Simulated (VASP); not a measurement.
# RbBr (P4/mmm) in VASP: a series of runs, part 2 of 2

VASP 6.6.1. The steps go on from the part before.

### Step 3. Single point, PBE (strain +0.000 along x and y, +0.040 along z)

Input file INCAR:

```
SYSTEM = RbBr
PREC = Accurate ; ENCUT = 520
EDIFF = 1E-7 ; ISMEAR = 0
SIGMA = 0.05 ; LREAL = .False.
LASPH = .True. ; NELM = 60
ALGO = Normal ; ISIF = 2
LWAVE = .False. ; LCHARG = .False.
GGA = PE ; NBANDS = 15
```

Input file KPOINTS:

```
regular mesh
0
Gamma
  6 6 6
  0 0 0
```

Input file POSCAR:

```
RbBr
1.0
    4.1260773000      0.0000000000      0.0000000000
    0.0000000000      4.1260773000      0.0000000000
    0.0000000000      0.0000000000      4.2911203920
Rb Br
1 1
Direct
    0.0000000000      0.0000000000      0.0000000000
    0.5000000000      0.5000000000      0.5000000000
```

Potentials or basis: VASP PAW PBE potentials, release 64 (Rb_sv, Br).

Started as:

```sh
> cat potpaw_PBE.64/Rb_sv/POTCAR potpaw_PBE.64/Br/POTCAR > POTCAR
> mpirun -np 1 vasp_std > vasp.out
```

OUTCAR:

```text
SYSTEM = RbBr
   PREC = Accurate
   ENCUT = 520
   EDIFF = 1E-7
   ISMEAR = 0
   LREAL = .False.
   LASPH = .True.
   NELM = 60
   ISIF = 2
   GGA = PE

 ion  position               nearest neighbor table
   1  0.000  0.000  0.000-   2 3.62   2 3.62   2 3.62   2 3.62   2 3.62   2 3.62   2 3.62   2 3.62

   2  0.500  0.500  0.500-   1 3.62   1 3.62   1 3.62   1 3.62   1 3.62   1 3.62   1 3.62   1 3.62

  LATTYP: Found a simple tetragonal cell.
 ALAT       =     4.1260773000
 C/A-ratio  =     1.0400000000

  Lattice vectors:

[... 621 lines left out ...]

  FORCE on cell =-STRESS in cart. coord.  units (eV):
  Direction    XX          YY          ZZ          XY          YZ          ZX
  --------------------------------------------------------------------------------------
  -------------------------------------------------------------------------------------
  Total        0.2594646      0.2594646     -0.2504414      0.0000000      0.0000000     -0.0000000
  in kB        5.6904073      5.6904073     -5.4925164      0.0000000      0.0000000     -0.0000000
  external PRESSURE =       1.9627660 kB  Pullay stress =       0.0000000 kB

 VOLUME and BASIS-vectors are now :
 -----------------------------------------------------------------------------
  energy-cutoff  :      520.00
  volume of cell :       73.05
      direct lattice vectors                 reciprocal lattice vectors
     4.126077300  0.000000000  0.000000000     0.242360947  0.000000000  0.000000000
     0.000000000  4.126077300  0.000000000     0.000000000  0.242360947  0.000000000
     0.000000000  0.000000000  4.291120392     0.000000000  0.000000000  0.233039372

 POSITION                                       TOTAL-FORCE (eV/Angst)
 -----------------------------------------------------------------------------------
      0.00000      0.00000      0.00000         0.000000      0.000000      0.000000
      2.06304      2.06304      2.14556         0.000000      0.000000      0.000000
 -----------------------------------------------------------------------------------
    total drift:                                0.000000      0.000000     -0.000000

  FREE ENERGIE OF THE ION-ELECTRON SYSTEM (eV)
  ---------------------------------------------------
  free  energy   TOTEN  =        -5.9980019900 eV

  energy  without entropy=       -5.9980019900  energy(sigma->0) =       -5.99800199
```

It took 15 s on 1 thread of AMD EPYC 9R45 (Zen 5), shared host; peak memory 0.17 GiB.

What came out:

- Free energy: -5.9980 eV
- Pressure: 0.2 GPa
- Band gap on the k mesh: 3.88 eV, indirect (least direct gap 4.02 eV)

Caveat: the cell differs from its parent crystal (strain +0.000 along x and y, +0.040 along z).

### Step 4. Single point, PBE (strain +0.040 along x and y, +0.000 along z)

Input file INCAR:

```
SYSTEM = RbBr
PREC = Accurate
ENCUT = 520
EDIFF = 1E-7
ISMEAR = 0
SIGMA = 0.05
LREAL = .False.
LASPH = .True.
NELM = 60
ALGO = Normal
ISIF = 2
LWAVE = .False.
LCHARG = .False.
GGA = PE
NBANDS = 15
```

Input file KPOINTS:

```
Automatic mesh
0
Gamma
  6 6 6
  0 0 0
```

Input file POSCAR:

```
RbBr
1.0
    4.2911203920      0.0000000000      0.0000000000
    0.0000000000      4.2911203920      0.0000000000
    0.0000000000      0.0000000000      4.1260773000
Rb Br
1 1
Direct
    0.0000000000      0.0000000000      0.0000000000
    0.5000000000      0.5000000000      0.5000000000
```

Started as:

```sh
> cat potpaw_PBE.64/Rb_sv/POTCAR potpaw_PBE.64/Br/POTCAR > POTCAR
> mpirun -np 1 vasp_std > vasp.out
```

Wall time 14 s (1 thread of AMD EPYC 9R45 (Zen 5), shared host); peak memory 0.16 GiB.

The run converged. Its results:

* Free energy: -5.9966 eV
* Pressure: -0.3 GPa
* Band gap on the k mesh: 3.71 eV, indirect (least direct gap 3.84 eV)

Stress tensor (GPa, compression positive):
```
-0.69  0.00  0.00
 0.00 -0.69  0.00
 0.00  0.00  0.39
```

Levels at points of the mesh, in eV from the valence-band top:
```csv
k point,band 5,band 6,band 7,band 8,band 9,band 10,band 11,band 12
"(0.00, 0.00, 0.00)",-9.33,-0.32,-0.32,-0.13,3.71,5.47,5.62,9.39
"(0.50, 0.00, 0.00)",-9.30,-1.63,-0.38,-0.17,6.61,6.65,7.08,8.62
"(0.50, 0.50, 0.00)",-9.28,-1.07,-1.07,0.00,5.07,6.20,8.03,8.03
"(0.00, 0.00, 0.50)",-9.31,-1.64,-0.34,-0.34,6.66,6.80,7.25,8.54
"(0.50, 0.00, 0.50)",-9.28,-1.11,-1.03,-0.16,5.20,5.94,7.60,7.73
"(0.50, 0.50, 0.50)",-9.50,-1.30,-1.25,-1.25,7.81,7.81,7.94,8.74
```

Caveat: the cell differs from its parent crystal (strain +0.040 along x and y, +0.000 along z). A k mesh can miss the band edges.

### Step 5. Overview

| cell | gap on the mesh (eV) | pressure (GPa) |
| --- | --- | --- |
| a = 4.126, b = 4.126, c = 3.961 Å, 2 atoms | 4.07 | 1.6 |
| a = 4.126, b = 4.126, c = 4.291 Å, 2 atoms | 3.88 | 0.2 |
| a = 4.291, b = 4.291, c = 4.126 Å, 2 atoms | 3.71 | -0.3 |

Alike in all rows: task single point; level PBE; potentials or basis VASP PAW PBE potentials, release 64 (Rb_sv, Br); no spin polarisation; k mesh 6 × 6 × 6; cutoff (eV) 520; smearing gaussian 0.05 eV.

Absolute energies hang on the potentials; compare differences alone.
